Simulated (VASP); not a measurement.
SiC6: single point with PBE

The system is SiC6.

```xyz
14
Lattice="5.2607 -0.0401 0.1482 -0.0401 5.1318 0.1176 0.1482 0.1176 5.3358" Properties=species:S:1:pos:R:3 pbc="T T T"
Si    3.0903    0.8490    4.1958
Si    5.0055    3.8251    5.3188
C     4.7175    5.0059    2.6139
C     2.6885    4.3311    0.7081
C     1.4297    1.9204    5.2333
C     1.2845    4.8496    0.7498
C     3.2816    3.5156    5.2765
C     0.9069    5.1444    2.1244
C     0.1525    3.8320    2.8165
C     3.3693    5.0721    1.9617
C     2.2620    5.1592    2.7392
C     0.7743    2.4734    1.9747
C     0.1293    2.2559    0.7114
C     2.5828    2.3436    4.4844
```

```yaml
Program: VASP 6.6.1
Task: single point
Functional: PBE
Potentials_or_basis: VASP PAW PBE potentials, release 64 (Si, C)
Cutoff: 520 eV
k_mesh: 4 × 5 × 4
Occupations: fermi-dirac, width 0.3447 eV
Spin: no spin polarisation
```

```
Pressure               : 1.3 GPa
Largest force          : 10.074 eV/Å
Band gap on the k mesh : 0.42 eV (least direct gap 0.61 eV)
```

Forces on the atoms (eV/Å):
```
Si   2.395 -7.353 -2.959
Si   4.667  0.377 -2.620
C   -1.217 -0.461  1.021
C   -3.818  5.529  2.639
C   -0.399 -0.955  0.232
C   -1.562 -0.163 -1.934
C   -0.018 -4.827 -4.948
C    1.111 -1.204 -0.060
C    0.782 -2.619  0.861
C   -0.361 -1.616 -1.331
C   -0.231  3.277  3.142
C   -2.984  2.037  0.805
C    4.374 -0.151 -0.133
C   -2.739  8.129  5.282
```

Stress tensor (GPa, compression positive):
```
 -5.95 -11.67  -3.16
-11.67  14.69  -0.63
 -3.16  -0.63  -4.74
```

Levels at points of the mesh, in eV from the valence-band top:
```
           k point  band 26  band 27  band 28  band 29  band 30  band 31
(0.00, 0.00, 0.00)    -1.03    -0.78    -0.34     0.87     1.36     1.81
(0.50, 0.00, 0.00)    -0.54    -0.37    -0.09     0.74     1.00     1.44
(0.00, 0.00, 0.50)    -1.25    -0.47    -0.05     0.87     1.15     1.71
(0.50, 0.00, 0.50)    -0.82    -0.52    -0.38     0.57     1.16     1.67
```

It took 4.6 min on 1 thread of Intel Xeon 8259CL, with other jobs on the host, peak memory 0.34 GiB.

Caveat: the atoms stand as in a frame of molecular dynamics; so wide a smearing shifts energies and pressures; semilocal functionals underestimate gaps, and a narrow one can read as zero.
